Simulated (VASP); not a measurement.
# SnO2 (Fm-3m) in VASP: notebook

The runs below take SnO2 through single point, with r2SCAN.

Everything below comes from runs of VASP 6.6.1. Logs are shortened: lines on timing, memory, paths and dates and some standing lists are left out, and cuts for length are marked.

**1. The cell of the first run**

Symmetry: Fm-3m, No. 225, cubic system. Conventional cell: a = 5.067 Å, b = 5.067 Å, c = 5.067 Å, α = 90.00°, β = 90.00°, γ = 90.00°. Within 2.9 Å of Sn (site symmetry m-3m) lie 8 O at 2.19 Å. Within 2.9 Å of O (site symmetry -43m) lie 4 Sn at 2.19 Å and 6 O at 2.53 Å.

**2. Single point, r2SCAN**

The input, POSCAR:

```
SnO2
1.0
    0.0000000000      2.5336843050      2.5336843050
    2.5336843050      0.0000000000      2.5336843050
    2.5336843050      2.5336843050      0.0000000000
Sn O
1 2
Direct
    0.0000000000      0.0000000000      0.0000000000
    0.2500000000      0.2500000000      0.2500000000
    0.7500000000      0.7500000000      0.7500000000
```

The input, INCAR.step1:

```
SYSTEM = SnO2
ALGO = Normal
EDIFF = 1E-4
ENCUT = 520
GGA = PE
ISMEAR = 0
LASPH = .TRUE.
LCHARG = .FALSE.
LREAL = .FALSE.
LWAVE = .TRUE.
NBANDS = 20
NELM = 60
PREC = Accurate
SIGMA = 0.1
```

The input, INCAR.step2:

```
SYSTEM = SnO2
ALGO = Normal
EDIFF = 1E-6
ENCUT = 520
ISIF = 2
ISMEAR = 0
ISTART = 1
LASPH = .TRUE.
LCHARG = .TRUE.
LELF = .TRUE.
LMIXTAU = .TRUE.
LREAL = .FALSE.
LVHAR = .TRUE.
LWAVE = .FALSE.
METAGGA = R2SCAN
NBANDS = 20
NELM = 60
PREC = Accurate
SIGMA = 0.1
```

The input, KPOINTS:

```
k-points
0
G
  6 6 6
  0 0 0
```

Potentials or basis: VASP PAW PBE potentials, release 64 (Sn_d, O).

Command:

```console
$ cat potpaw_PBE.64/Sn_d/POTCAR potpaw_PBE.64/O/POTCAR > POTCAR
$ cp INCAR.step1 INCAR
$ mpirun -np 1 vasp_std > vasp.out
$ cp INCAR.step2 INCAR
$ mpirun -np 1 vasp_std > vasp.out
```

OUTCAR:

```text
SYSTEM = SnO2
   EDIFF = 1E-6
   ENCUT = 520
   ISIF = 2
   ISMEAR = 0
   ISTART = 1
   LASPH = .TRUE.
   LREAL = .FALSE.
   METAGGA = R2SCAN
   NELM = 60
   PREC = Accurate

 ion  position               nearest neighbor table
   1  0.000  0.000  0.000-   2 2.19   3 2.19   3 2.19   3 2.19   3 2.19   2 2.19   2 2.19   2 2.19

   2  0.250  0.250  0.250-   1 2.19   1 2.19   1 2.19   1 2.19
   3  0.750  0.750  0.750-   1 2.19   1 2.19   1 2.19   1 2.19

  LATTYP: Found a face centered cubic cell.
 ALAT       =     5.0673686100

  Lattice vectors:

 A1 = (   0.0000000000,   2.5336843050,   2.5336843050)
 A2 = (   2.5336843050,   0.0000000000,   2.5336843050)
 A3 = (   2.5336843050,   2.5336843050,   0.0000000000)

Analysis of symmetry for initial positions (statically):
=====================================================================
 Subroutine PRICEL returns:
 Original cell was already a primitive cell.

 Routine SETGRP: Setting up the symmetry group for a
 face centered cubic supercell.

 Subroutine GETGRP returns: Found 48 space group operations
 (whereof 48 operations were pure point group operations)
 out of a pool of 48 trial point group operations.

The static configuration has the point symmetry O_h .

Analysis of symmetry for dynamics (positions and initial velocities):
=====================================================================
 Subroutine PRICEL returns:
 Original cell was already a primitive cell.

 Routine SETGRP: Setting up the symmetry group for a
 face centered cubic supercell.

 Subroutine GETGRP returns: Found 48 space group operations
 (whereof 48 operations were pure point group operations)
 out of a pool of 48 trial point group operations.

The dynamic configuration has the point symmetry O_h .

 Subroutine INISYM returns: Found 48 space group operations
 (whereof 48 operations are pure point group operations),
 and found     1 'primitive' translations

----------------------------------------------------------------------------------------

                                     Primitive cell

  volume of cell :      32.5303

  direct lattice vectors                    reciprocal lattice vectors
     0.000000000  2.533684305  2.533684305    -0.197341081  0.197341081  0.197341081
     2.533684305  0.000000000  2.533684305     0.197341081 -0.197341081  0.197341081
     2.533684305  2.533684305  0.000000000     0.197341081  0.197341081 -0.197341081

  length of vectors
     3.583170707  3.583170707  3.583170707     0.341804779  0.341804779  0.341804779

  position of ions in fractional coordinates (direct lattice)
     0.000000000  0.000000000  0.000000000
     0.250000000  0.250000000  0.250000000
     0.750000000  0.750000000  0.750000000

  ion indices of the primitive-cell ions
   primitive index   ion index
                 1           1
                 2           2
                 3           3

----------------------------------------------------------------------------------------

 KPOINTS: k-points

Automatic generation of k-mesh.
 Grid dimensions read from file:
 generate k-points for:    6    6    6

 Generating k-lattice:

  Cartesian coordinates                     Fractional coordinates (reciprocal lattice)
    -0.032890180  0.032890180  0.032890180     0.166666667  0.000000000  0.000000000
     0.032890180 -0.032890180  0.032890180     0.000000000  0.166666667  0.000000000
     0.032890180  0.032890180 -0.032890180     0.000000000  0.000000000  0.166666667

  Length of vectors
     0.056967463  0.056967463  0.056967463

  Shift w.r.t. Gamma in fractional coordinates (k-lattice)
     0.000000000  0.000000000  0.000000000

 Subroutine IBZKPT returns following result:
 ===========================================

 Found     16 irreducible k-points:

 Following reciprocal coordinates:
            Coordinates               Weight
  0.000000  0.000000  0.000000      1.000000
  0.166667  0.000000  0.000000      8.000000
  0.333333  0.000000  0.000000      8.000000
  0.500000  0.000000  0.000000      4.000000
  0.166667  0.166667  0.000000      6.000000
  0.333333  0.166667  0.000000     24.000000
[... 8 lines left out ...]
 -0.333333  0.333333  0.166667     24.000000
 -0.333333  0.500000  0.166667     12.000000
   k-points           NKPTS =     16   k-points in BZ     NKDIM =     16   number of bands    NBANDS=     20
   number of dos      NEDOS =    301   number of ions     NIONS =      3
   total plane-waves  NPLWV =  21952
   dimension x,y,z NGX =    28 NGY =   28 NGZ =   28
   dimension x,y,z NGXF=    56 NGYF=   56 NGZF=   56
   ions per type =               1   2
   NGX,Y,Z   is equivalent  to a cutoff of  12.99, 12.99, 12.99 a.u.
   NGXF,Y,Z  is equivalent  to a cutoff of  25.98, 25.98, 25.98 a.u.
 SYSTEM =  SnO2
   PREC   = accura    normal or accurate (medium, high low for compatibility)
   ISTART =      1    job   : 0-new  1-cont  2-samecut
   ICHARG =      0    charge: 1-file 2-atom 10-const
   ISPIN  =      1    spin polarized calculation?
   LNONCOLLINEAR =      F non collinear calculations
   LSORBIT =      F    spin-orbit coupling
   LASPH  =      T    aspherical Exc in radial PAW
   ENCUT  =  520.0 eV  38.22 Ry    6.18 a.u.   6.66  6.66  6.66*2*pi/ulx,y,z
   NELM   =     60;   NELMIN=  2; NELMDL=  0     # of ELM steps
   EDIFF  = 0.1E-05   stopping-criterion for ELM
   LREAL  =      F    real-space projection
   EDIFFG = 0.1E-04   stopping-criterion for IOM
   NSW    =      0    number of steps for IOM
   IBRION =     -1    ionic relax: 0-MD 1-quasi-New 2-CG
   NFREE  =      0    steps in history (QN), initial steepest desc. (CG)
   ISIF   =      2    stress and relaxation
   ISYM   =      2    0-nonsym 1-usesym 2-fastsym
   POTIM  = 0.5000    time-step for ionic-motion
   TEBEG  =    0.0;   TEEND  =   0.0 temperature during run
   PSTRESS=    0.0 pullay stress
   NELECT =      26.0000    total number of electrons
   NUPDOWN=      -1.0000    fix difference up-down
   EMIN   =  10.00;   EMAX   =-10.00  energy-range for DOS
   EFERMI =   0.00;   METHOD = LEGACY
   ISMEAR =     0;   SIGMA  =   0.10  broadening in eV -4-tet -1-fermi 0-gaus
   EFERMI_NEDOS =   21; number of points for ismear=-14 and -15
   IALGO  =     38    algorithm
   IMIX   =      4    mixing-type and parameters
     AMIX     =   0.40;   BMIX     =  1.00
     AMIX_MAG =   1.60;   BMIX_MAG =  1.00
  volume/ion in A,a.u.               =      10.84        73.18
  Fermi-wavevector in a.u.,A,eV,Ry     =   1.519276  2.871016 31.404977  2.308201
  Thomas-Fermi vector in A             =   2.628284
   LORBIT       =      0    0 simple, 1 ext, 2 COOP (PROOUT), +10 PAW based schemes
   METAGGA = R2SCAN    functional components
   LHFCALC =     F    Hartree Fock is set to
   AEXX    =    0.0000 exact exchange contribution
   IVDW    =     0    specifies the selected vdW correction
   LEPSILON=     F    determine dielectric tensor
   LRPA    =     F    only Hartree local field effects (RPA)
 non-spin polarized calculation
 Gauss-broadening in eV      SIGMA  =   0.10
  energy-cutoff  :      520.00
  volume of cell :       32.53
 maximum number of plane-waves:       899
 NGX is ok and might be reduce to    28
   NGX = 13   NGY = 13   NGZ = 13

 number of electron      25.9999988 magnetization

 Free energy of the ion-electron system (eV)
  ---------------------------------------------------
  ext. energy  EPLUGINS =         0.00000000
  ---------------------------------------------------
  free energy    TOTEN  =       -41.48081877 eV

  energy without entropy =      -41.48081877  energy(sigma->0) =      -41.48081877

 E-fermi :   8.1389     XC(G=0): -12.7651

 val. band max:        7.6833862234   @ k =  -0.3333   0.5000   0.1667
 cond. band min:       8.5591184466   @ k =   0.0000   0.0000   0.0000
 fundamental gap:      0.8757322232
 Fermi energy:         8.1388958516

 k-point     1 :       0.0000    0.0000    0.0000
  band No.  band energies     occupation
      1     -13.4483      2.00000
      2     -13.4483      2.00000
      3     -13.4483      2.00000
      4     -13.2607      2.00000
      5     -13.2607      2.00000
      6     -12.9851      2.00000
[... 12 lines left out ...]
     19      23.9524      0.00000
     20      23.9524      0.00000

 k-point     2 :       0.1667    0.0000    0.0000
  band No.  band energies     occupation
      1     -13.6063      2.00000
      2     -13.4272      2.00000
      3     -13.4272      2.00000
      4     -13.2609      2.00000
      5     -13.2609      2.00000
      6     -12.6734      2.00000
[... 12 lines left out ...]
     19      24.0425      0.00000
     20      24.0425      0.00000

 k-point     3 :       0.3333    0.0000    0.0000
  band No.  band energies     occupation
      1     -13.9253      2.00000
      2     -13.3982      2.00000
      3     -13.3982      2.00000
      4     -13.2472      2.00000
      5     -13.2472      2.00000
      6     -11.7626      2.00000
[... 12 lines left out ...]
     19      24.1273      0.00000
     20      24.8066      0.00000

 k-point     4 :       0.5000    0.0000    0.0000
  band No.  band energies     occupation
      1     -14.0719      2.00000
      2     -13.3918      2.00000
      3     -13.3918      2.00000
      4     -13.2319      2.00000
      5     -13.2319      2.00000
      6     -10.8801      2.00000
[... 12 lines left out ...]
     19      23.9477      0.00000
     20      24.2224      0.00000

 k-point     5 :       0.1667    0.1667    0.0000
  band No.  band energies     occupation
      1     -13.6427      2.00000
      2     -13.4066      2.00000
      3     -13.4065      2.00000
      4     -13.2784      2.00000
      5     -13.2494      2.00000
      6     -12.6267      2.00000
[... 12 lines left out ...]
     19      24.2994      0.00000
     20      24.9118      0.00000
[... 169 lines left out ...]
      6     -11.2594      2.00000
[... 12 lines left out ...]
     19      26.0000      0.00000
     20      26.5624      0.00000

 k-point    14 :       0.5000    0.3333    0.1667
  band No.  band energies     occupation
      1     -13.9071      2.00000
      2     -13.5959      2.00000
      3     -13.3243      2.00000
      4     -13.2983      2.00000
      5     -13.2421      2.00000
      6     -11.1600      2.00000
[... 12 lines left out ...]
     19      24.8562      0.00000
     20      27.7260      0.00000

 k-point    15 :      -0.3333    0.3333    0.1667
  band No.  band energies     occupation
      1     -13.8885      2.00000
      2     -13.7318      2.00000
      3     -13.3074      2.00000
      4     -13.2955      2.00000
      5     -13.2434      2.00000
      6     -10.2144      2.00000
[... 12 lines left out ...]
     19      24.8736      0.00000
     20      27.9520      0.00000

 k-point    16 :      -0.3333    0.5000    0.1667
  band No.  band energies     occupation
      1     -14.0093      2.00000
      2     -13.6025      2.00000
      3     -13.3159      2.00000
      4     -13.2745      2.00000
      5     -13.2349      2.00000
      6     -10.6021      2.00000
[... 12 lines left out ...]
     19      25.9157      0.00000
     20      26.9340      0.00000

------------------------ aborting loop because EDIFF is reached ----------------------------------------

  FORCE on cell =-STRESS in cart. coord.  units (eV):
  Direction    XX          YY          ZZ          XY          YZ          ZX
  --------------------------------------------------------------------------------------
  -------------------------------------------------------------------------------------
  Total        0.2616206      0.2616206      0.2616206      0.0000000      0.0000000      0.0000000
  in kB       12.8853130     12.8853130     12.8853130      0.0000000      0.0000000      0.0000000
  external PRESSURE =      12.8853130 kB  Pullay stress =       0.0000000 kB

 VOLUME and BASIS-vectors are now :
 -----------------------------------------------------------------------------
  energy-cutoff  :      520.00
  volume of cell :       32.53
      direct lattice vectors                 reciprocal lattice vectors
     0.000000000  2.533684305  2.533684305    -0.197341081  0.197341081  0.197341081
     2.533684305  0.000000000  2.533684305     0.197341081 -0.197341081  0.197341081
     2.533684305  2.533684305  0.000000000     0.197341081  0.197341081 -0.197341081

 POSITION                                       TOTAL-FORCE (eV/Angst)
 -----------------------------------------------------------------------------------
      0.00000      0.00000      0.00000        -0.000000     -0.000000     -0.000000
      1.26684      1.26684      1.26684        -0.000000     -0.000000     -0.000000
      3.80053      3.80053      3.80053         0.000000      0.000000      0.000000
 -----------------------------------------------------------------------------------
    total drift:                                0.000000      0.000000      0.000000

  FREE ENERGIE OF THE ION-ELECTRON SYSTEM (eV)
  ---------------------------------------------------
  free  energy   TOTEN  =       -41.4808187700 eV

  energy  without entropy=      -41.4808187700  energy(sigma->0) =      -41.48081877
```

It took 33 s on 1 thread of AMD EPYC 9R45 (Zen 5), shared host; peak memory 0.14 GiB.

What came out:

```
Free energy            : -41.4808 eV
Pressure               : 1.3 GPa
Band gap on the k mesh : 0.88 eV (least direct gap 2.29 eV)
```

Caveat: the PAW data sets were made with another functional, which shifts forces and pressure a little; spin-orbit coupling is left out, which moves the levels of the heavy elements. A k mesh can miss the band edges.

**3. Single point, r2SCAN**

POSCAR is that of step 2.

The input, INCAR.step1:

```
SYSTEM = SnO2
ALGO = Normal ; EDIFF = 1E-4
ENCUT = 520 ; GGA = PE
ISMEAR = 0 ; LASPH = .True.
LCHARG = .False. ; LREAL = .False.
LWAVE = .True. ; NBANDS = 20
NELM = 100 ; PREC = Accurate
SIGMA = 0.02
```

The input, INCAR.step2:

```
SYSTEM = SnO2
ALGO = Normal ; EDIFF = 1E-6
ENCUT = 520 ; ISIF = 2
ISMEAR = 0 ; ISTART = 1
LASPH = .True. ; LCHARG = .False.
LMIXTAU = .True. ; LREAL = .False.
LWAVE = .False. ; METAGGA = R2SCAN
NBANDS = 20 ; NELM = 100
PREC = Accurate ; SIGMA = 0.02
```

The input, KPOINTS:

```
k-points
0
Gamma
  10 10 10
  0 0 0
```

Potentials or basis: VASP PAW PBE potentials, release 64 (Sn_d, O).

Command:

```console
$ cat potpaw_PBE.64/Sn_d/POTCAR potpaw_PBE.64/O/POTCAR > POTCAR
$ cp INCAR.step1 INCAR
$ mpirun -np 1 vasp_std > vasp.out
$ cp INCAR.step2 INCAR
$ mpirun -np 1 vasp_std > vasp.out
```

Run time: 79 s. Hardware: 1 thread of AMD EPYC 9R45 (Zen 5), shared host; peak memory 0.15 GiB.

It converged, with:

```yaml
Free_energy: -41.4816 eV
Pressure: 1.3 GPa
Band_gap_on_the_k_mesh: 0.86 eV (least direct gap 2.29 eV)
```

Levels at points of the mesh, in eV from the valence-band top:
```
           k point  band 11  band 12  band 13  band 14  band 15  band 16
(0.00, 0.00, 0.00)    -1.43    -1.43    -1.43     0.86     7.90     7.90
(0.50, 0.00, 0.00)    -3.47    -2.20    -2.20     5.55     8.63    11.40
(0.50, 0.50, 0.00)    -0.20    -0.20    -0.12     3.86     8.10    10.49
```

Caveat: the PAW data sets were made with another functional, which shifts forces and pressure a little; spin-orbit coupling is left out, which moves the levels of the heavy elements. A k mesh can miss the band edges.
